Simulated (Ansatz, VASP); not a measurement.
**One calculation of Li, two programs**

INCAR

```
SYSTEM = Li
  PREC = Accurate
  ENCUT = 520
  EDIFF = 1E-7
  ISMEAR = -1
  SIGMA = 0.1
  LREAL = .FALSE.
  LASPH = .TRUE.
  NELM = 100
  ALGO = Normal
  ISIF = 2
  LWAVE = .FALSE.
  LCHARG = .FALSE.
  NBANDS = 12
```

The input KPOINTS:

```
Automatic mesh
0
G
  5 5 7
  0 0 0
```

File POSCAR:

```
Li
1.0
    4.9488700000      0.0000000000      0.0000000000
   -2.4744300000      4.2858400000      0.0000000000
    0.0000000000      0.0000000000      2.8888400000
Li
3
Direct
    0.0343400000      0.0302900000      0.9506100000
    0.6519400000      0.2961800000      0.5131800000
    0.3400500000      0.6653300000      0.5448200000
```

Input for Ansatz:

```yaml
crystal:
  lattice:
    - [4.94887, 0.0, 0.0]
    - [-2.47443, 4.28584, 0.0]
    - [0.0, 0.0, 2.88884]
  atoms:
    - { symbol: Li, position: [0.03434, 0.03029, 0.95061] }
    - { symbol: Li, position: [0.65194, 0.29618, 0.51318] }
    - { symbol: Li, position: [0.34005, 0.66533, 0.54482] }
basis:
  ecutwfc: 540.0
  xc_grid: 2
kpoints:
  mp_grid:
    grid: [5, 5, 7]
hamiltonian:
  xc: lda
scf:
  convergence:
    dr2_threshold: 1.0e-09
  occupations:
    method: fermi_dirac
    width: 0.1
output:
  forces: true
  stress: true
```

Alike in both runs: task single point; functional LDA; k mesh 5 × 5 × 7; occupations fermi-dirac, width 0.1 eV; no spin polarisation.

|  | VASP | Ansatz |
| --- | --- | --- |
| version | VASP 6.6.1 | Ansatz 0.2.0 |
| potentials or method | VASP PAW LDA potentials, release 64 (Li_sv), cutoff 520 eV | plane waves, PAW |
| valence electrons in the cell | 9 | 9 |

|  | VASP | Ansatz | Ansatz less VASP |
| --- | --- | --- | --- |
| rms of the force components (eV/Å) | 0.137 | 0.137 | -0.0008 |

LDA's correlation is that of Perdew and Zunger in VASP and of Perdew and Wang (1992) in Ansatz. Atom by atom the forces differ by 0.001 eV/Å (rms over components). Ansatz's warnings: stress scf threshold loose.

Noted on VASP's run: the cutoff is short for stress, so the pressure is rough.
